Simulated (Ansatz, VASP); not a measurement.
# C in VASP and in Ansatz

The input INCAR:

```
SYSTEM = C
ALGO = Normal
EDIFF = 1E-6
ENCUT = 520
GGA = PE
ISIF = 2
ISMEAR = 0
LASPH = .TRUE.
LCHARG = .FALSE.
LREAL = .FALSE.
LWAVE = .FALSE.
NBANDS = 16
NELM = 80
PREC = Accurate
SIGMA = 0.01
```

File KPOINTS:

```
k-points
0
G
  12 12 6
  0 0 0
```

Contents of POSCAR:

```
C
1.0
    2.5031953718      0.0000000000      0.0000000000
   -1.2515976859      2.1678307826      0.0000000000
    0.0000000000      0.0000000000      4.1688692921
C
4
Direct
    0.3333333333      0.6666666667      0.0002313166
    0.6666666667      0.3333333333      0.5002313166
    0.3333333333      0.6666666667      0.3747686834
    0.6666666667      0.3333333333      0.8747686834
```

Input for Ansatz:

```yaml
crystal:
  lattice:
    - [2.5031953718, 0.0, 0.0]
    - [-1.2515976859, 2.1678307826, 0.0]
    - [0.0, 0.0, 4.1688692921]
  atoms:
    - { symbol: C, position: [0.3333333333, 0.6666666667, 0.0002313166] }
    - { symbol: C, position: [0.6666666667, 0.3333333333, 0.5002313166] }
    - { symbol: C, position: [0.3333333333, 0.6666666667, 0.3747686834] }
    - { symbol: C, position: [0.6666666667, 0.3333333333, 0.8747686834] }
kpoints:
  mp_grid: { grid: [12, 12, 6] }
  band_path:
    path:
      - [0.0, 0.0, 0.0]
      - [0.5, 0.0, 0.0]
      - [0.3333333333, 0.3333333333, 0.0]
      - [0.0, 0.0, 0.5]
      - [0.5, 0.0, 0.5]
      - [0.3333333333, 0.3333333333, 0.5]
    npoints: 1
hamiltonian:
  xc: pbe
scf:
  occupations: { method: fixed }
  n_extra_bands: 5
output:
  forces: true
  stress: true
  eigenvalues: true
```

Alike in both runs: task single point; functional PBE; k mesh 12 × 12 × 6; no spin polarisation.

|  | VASP | Ansatz |
| --- | --- | --- |
| version | VASP 6.6.1 | Ansatz 0.2.0 |
| potentials or method | VASP PAW PBE potentials, release 64 (C) | plane waves, PAW |
| plane-wave cutoff (eV) | 520 | 420 |
| occupations | gaussian, width 0.01 eV | fixed |
| valence electrons in the cell | 16 | 16 |

VASP gave:

```
gap on the k mesh at the Fermi level (eV)                     : 3.31
pressure (GPa)                                                : 4.8
traceless stress, the component that is largest in VASP (GPa) : -0.55
rms of the force components (eV/Å)                            : 0.009
```

Question: What did Ansatz give for the same quantities?

Answer: gap on the k mesh at the Fermi level (eV): 3.32; pressure (GPa): 4.2; traceless stress, the component that is largest in VASP (GPa): -0.45; rms of the force components (eV/Å): 0.007.

Atom by atom the forces differ by 0.003 eV/Å (rms over components).
